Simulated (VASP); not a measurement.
## NaB2: single point with PBE

Crystal: NaB2.

```
CELL_PARAMETERS angstrom
0.00000 3.03642 3.03642
3.03642 0.00000 3.03642
3.03642 3.03642 0.00000
ATOMIC_POSITIONS crystal
Na 0.50000 0.50000 0.50000
Na 0.75000 0.75000 0.75000
B 0.12500 0.12500 0.12500
B 0.62500 0.12500 0.12500
B 0.12500 0.62500 0.12500
B 0.12500 0.12500 0.62500
```

The cell was built from a structure type or drawn by symmetry, and may not be a known phase.

| Item | Value |
| --- | --- |
| Program | VASP 6.6.1 |
| Task | single point |
| Functional | PBE |
| Potentials or basis | VASP PAW PBE potentials, release 64 (Na_pv, B) |
| Cutoff | 520 eV |
| k mesh | 10 × 10 × 10 |
| Occupations | gaussian, width 0.1 eV |
| Spin | no spin polarisation |
| Dipole correction | no |
| Further INCAR settings | ALGO = Normal; EDIFF = 1e-07; NBANDS = 22 |

```yaml
Pressure: 0.2 GPa
Band_gap_on_the_k_mesh: zero (bands 13 and 14 overlap by 4.40 eV)
```

Levels at points of the mesh, in eV from the Fermi level:
| k point | band 9 | band 10 | band 11 | band 12 | band 13 | band 14 | band 15 | band 16 | band 17 | band 18 |
| --- | --- | --- | --- | --- | --- | --- | --- | --- | --- | --- |
| (0.00, 0.00, 0.00) | -3.21 | -3.21 | -3.21 | -1.75 | -1.75 | -1.75 | -0.84 | -0.84 | 5.22 | 7.99 |
| (0.50, 0.00, 0.00) | -5.05 | -3.81 | -3.81 | -2.36 | -2.36 | 2.51 | 2.51 | 3.61 | 4.53 | 4.53 |
| (0.50, 0.50, 0.00) | -5.21 | -5.21 | -3.93 | -3.93 | 2.65 | 2.65 | 2.77 | 2.77 | 4.36 | 4.36 |

Wall time 65 s on 1 thread of Intel Xeon 8259CL (shared host), peak memory 0.19 GiB.
